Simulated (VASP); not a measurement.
A run of VASP 6.6.1:

Contents of INCAR:

```
SYSTEM = CuO
PREC     = Accurate       ! precision mode
ENCUT    = 600            ! plane-wave cutoff, eV
EDIFF    = 1E-7           ! SCF threshold, eV
ISMEAR   = 0              ! smearing method
SIGMA    = 0.1            ! smearing width, eV
LREAL    = .FALSE.        ! projectors in reciprocal space
LASPH    = .TRUE.         ! aspherical terms in the spheres
NELM     = 120            ! most SCF steps
ALGO     = Normal         ! electronic algorithm
ISIF     = 3              ! what is computed and relaxed
LWAVE    = .FALSE.        ! write WAVECAR
LCHARG   = .FALSE.        ! write CHGCAR
GGA      = LIBXC          ! functional
LIBXC1   = GGA_X_PBE_R  
LIBXC2   = GGA_C_LYP    
IBRION   = 2              ! ionic algorithm
NSW      = 80             ! ionic steps
EDIFFG   = -0.001         ! ionic threshold
GGA_COMPAT= .FALSE.      
NELMIN   = 4
```

Contents of KPOINTS:

```
Automatic mesh
0
Gamma
  12 12 7
  0.5 0.5 0.5
```

File POSCAR:

```
CuO
1.0
    2.3418500000     -1.7113000000      0.0000000000
    2.3418500000      1.7113000000      0.0000000000
   -0.8500270000      0.0000000000      5.0578690000
Cu O
2 2
Direct
    0.0000000000      0.5000000000      0.0000000000
    0.5000000000      0.0000000000      0.5000000000
    0.5816000000      0.4184000000      0.2500000000
    0.4184000000      0.5816000000      0.7500000000
```

Potentials or basis: VASP PAW PBE potentials, release 64 (Cu, O).

Command:

```console
$ cat potpaw_PBE.64/Cu/POTCAR potpaw_PBE.64/O/POTCAR > POTCAR
$ mpirun -np 1 vasp_std > vasp.out
```

Hardware: 1 thread of Intel(R) Xeon(R) 6975P-C (Granite Rapids), on a shared host.

**Question.** Estimate the wall time of this run.

**Answer.** It took 42 min on 1 thread of Intel(R) Xeon(R) 6975P-C (Granite Rapids), on a shared host, peak memory 0.41 GiB. Counts: scf iterations 339, k points 276, ion steps 44.
